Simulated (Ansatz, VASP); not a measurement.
**One calculation of Ga2SnSe3, two programs**

The input INCAR:

```
  PREC = Accurate
  ENCUT = 520
  EDIFF = 1E-6
  ISMEAR = 0
  SIGMA = 0.1
  LREAL = False
  LASPH = True
  NELM = 80
  ALGO = Normal
  ISIF = 2
  LWAVE = False
  LCHARG = False
  GGA = PE
  NBANDS = 38
```

File KPOINTS:

```
Automatic mesh
0
Gamma
  6 6 2
```

POSCAR

```
Ga2SnSe3
1.0
    4.5924801500      0.0000000000      0.0000000000
   -2.2962400700      3.9772044700      0.0000000000
    0.0000000000      0.0000000000      7.9358702000
Ga Sn Se
2 1 3
Direct
    0.6666666700      0.3333333300      0.5000000000
    0.3333333300      0.6666666700      0.0000000000
    0.6666666700      0.3333333300      0.0000000000
    0.0000000000      0.0000000000      0.3564053200
    0.0000000000      0.0000000000      0.6435946800
    0.0000000000      0.0000000000      0.0000000000
```

Input for Ansatz:

```yaml
crystal:
  lattice:
    - [4.59248015, 0.0, 0.0]
    - [-2.29624007, 3.97720447, 0.0]
    - [0.0, 0.0, 7.9358702]
  atoms:
    - { symbol: Ga, position: [0.66666667, 0.33333333, 0.5] }
    - { symbol: Ga, position: [0.33333333, 0.66666667, 0.0] }
    - { symbol: Sn, position: [0.66666667, 0.33333333, 0.0] }
    - { symbol: Se, position: [0.0, 0.0, 0.35640532] }
    - { symbol: Se, position: [0.0, 0.0, 0.64359468] }
    - { symbol: Se, position: [0.0, 0.0, 0.0] }
basis:
  ecutwfc: 420
kpoints:
  mp_grid: { grid: [6, 6, 2] }
hamiltonian:
  xc: pbe
scf:
  occupations: { method: gaussian, width: 0.1 }
  lower_state_search: "off"
output:
  forces: true
  stress: true
  eigenvalues: true
```

Alike in both runs: task single point; functional PBE; k mesh 6 × 6 × 2; occupations gaussian, width 0.1 eV; no spin polarisation.

|  | VASP | Ansatz |
| --- | --- | --- |
| version | VASP 6.6.1 | Ansatz 0.2.0 |
| potentials or method | VASP PAW PBE potentials, release 64 (Ga_d, Sn_d, Se), cutoff 520 eV | scalar-relativistic, plane waves, PAW |
| valence electrons in the cell | 58 | 88 |

Ansatz gave:

| Item | Value |
| --- | --- |
| gap on the k mesh at the Fermi level (eV) | none |
| pressure (GPa) | 15.2 |
| traceless stress, the component that is largest in VASP (GPa) | -3.99 |
| rms of the force components (eV/Å) | 0.678 |

**Question.** What did VASP give for the same quantities?

**Answer.** gap on the k mesh at the Fermi level (eV): none; pressure (GPa): 15.3; traceless stress, the component that is largest in VASP (GPa): -3.99; rms of the force components (eV/Å): 0.696.

Atom by atom the forces differ by 0.018 eV/Å (rms over components). A gap of «none» marks a metal or a gap that the smearing closes. With one functional, cell and mesh, what is left measures potentials, basis and numerics. VASP's potentials hold 58 valence electrons a cell and Ansatz's 88, so a difference there can come from the potentials and not from the codes.

The k mesh is coarse, so the values compare programs but aren't converged.
